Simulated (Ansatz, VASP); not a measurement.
**Two plane-wave programs on V**

Contents of INCAR:

```
SYSTEM = V
  PREC = Accurate
  ENCUT = 600
  EDIFF = 1E-6
  ISMEAR = 0
  SIGMA = 0.1
  LREAL = .FALSE.
  LASPH = .TRUE.
  NELM = 60
  ALGO = Normal
  ISIF = 3
  LWAVE = .FALSE.
  LCHARG = .FALSE.
  GGA = PE
  IBRION = 2
  NSW = 100
  EDIFFG = -0.002
```

File KPOINTS:

```
regular mesh
0
G
  20 20 20
  0 0 0
```

The input POSCAR:

```
V
1.0
   -1.5129450000      1.5129450000      1.5129450000
    1.5129450000     -1.5129450000      1.5129450000
    1.5129450000      1.5129450000     -1.5129450000
V
1
Direct
    0.0000000000      0.0000000000      0.0000000000
```

Input for Ansatz:

```yaml
crystal:
  lattice:
    - [-1.512945, 1.512945, 1.512945]
    - [1.512945, -1.512945, 1.512945]
    - [1.512945, 1.512945, -1.512945]
  atoms:
    - { symbol: V, position: [0.0, 0.0, 0.0] }
basis:
  ecutwfc: 420
kpoints:
  mp_grid: { grid: [20, 20, 20] }
hamiltonian:
  xc: pbe
  pseudopotentials: { kind: paw, azcp: { folder: soft_1 } }
scf:
  occupations: { method: gaussian, width: 0.1 }
output:
  forces: true
  stress: true
  eigenvalues: true
relax:
  adjacent_minimum: "off"
  f_tol: 0.002
  max_steps: 80
  cell: { stress_tol: 0.02 }
```

Alike in both runs: task relaxation of cell and atoms; functional PBE; k mesh 20 × 20 × 20; occupations gaussian, width 0.1 eV; no spin polarisation.

```csv
,VASP,Ansatz
version,VASP 6.6.1,Ansatz 0.2.0
potentials or method,"VASP PAW PBE potentials, release 64 (V_sv), cutoff 600 eV","scalar-relativistic, plane waves, PAW"
valence electrons in the cell,13,13
```

VASP gave:

* gap on the k mesh at the Fermi level, each at its own relaxed structure (eV): none
* relaxed volume (Å³/atom): 13.47
* relaxed cell length with the largest relative difference (Å): 2.596

Problem. Which values does Ansatz return?

Solution. gap on the k mesh at the Fermi level, each at its own relaxed structure (eV): none; relaxed volume (Å³/atom): 13.46; relaxed cell length with the largest relative difference (Å): 2.596.

A gap of «none» marks a metal or a gap that the smearing closes.
